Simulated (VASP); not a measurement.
Set up this calculation in VASP 6.6.1, as the native input.

- Task: relaxation of cell and atoms
- Functional: PBE
- Potentials or basis: VASP PAW PBE potentials, release 64 (Er_3, H), 4f in core
- Cutoff: 500 eV
- k mesh: 14 × 14 × 14
- Occupations: gaussian, width 0.1 eV
- Spin: no spin polarisation
- Dipole correction: no
- Mended: yes
- Further INCAR settings: ALGO = Normal; EDIFF = 1e-07; IBRION = 2; EDIFFG = -0.01; NSW = 100; ISIF = 3

The structure of ErH4 lies in POSCAR:

```
ErH4
1.0
   -2.2016505177      2.2016505177      1.8322404117
    2.2016505177     -2.2016505177      1.8322404117
    2.2016505177      2.2016505177     -1.8322404117
Er H
1 4
Direct
    0.0000000000      0.0000000000      0.0000000000
    0.5000000000      0.2115254572      0.7115254572
    0.5000000000      0.7884745428      0.2884745428
    0.2115254572      0.5000000000      0.7115254572
    0.7884745428      0.5000000000      0.2884745428
```

The cell was built from a structure type or drawn by symmetry, and may not be a known phase.

The input as run:

INCAR

```
SYSTEM = ErH4
PREC = Accurate ; ENCUT = 500
EDIFF = 1E-7 ; ISMEAR = 0
SIGMA = 0.1 ; LREAL = .False.
LASPH = .True. ; NELM = 200
ALGO = Normal ; ISIF = 3
LWAVE = .False. ; LCHARG = .False.
GGA = PE ; IBRION = 2
NSW = 100 ; EDIFFG = -0.01
GGA_COMPAT = .False. ; NELMIN = 4
LMAXMIX = 6
```

KPOINTS

```
Automatic mesh
0
Gamma
  14 14 14
  0 0 0
```

Potentials or basis: VASP PAW PBE potentials, release 64 (Er_3, H), 4f in core.

Launch:

```bash
$ cat potpaw_PBE.64/Er_3/POTCAR potpaw_PBE.64/H/POTCAR > POTCAR
$ mpirun -np 1 vasp_std > vasp.out
```

It gave:

| Quantity | Value |
| --- | --- |
| Relaxed volume | 7.09 Å³/atom |
| Relaxed cell | a = 3.611 Å, b = 3.611 Å, c = 3.611 Å, α = 104.83°, β = 104.83°, γ = 119.21° |
| Space group after relaxing (to 0.1 Å) | I4/mmm (No. 139) |
| Energy gained by relaxing | 0.1 meV/atom |
| Ionic steps | 3 |
| Pressure after relaxing | 0.1 GPa |
| Largest force after relaxing | 0.004 eV/Å |
| Band gap on the k mesh | zero (an odd number of electrons rules out a gap without spin polarisation) |

Caveat: spin-orbit coupling is left out, which moves the levels of the heavy elements; the 4f electrons are frozen in the core, so they carry no moment and show no levels.

Run time: 87 s on 1 thread of Intel(R) Xeon(R) 6975P-C (Granite Rapids) (shared host), peak memory 0.24 GiB.
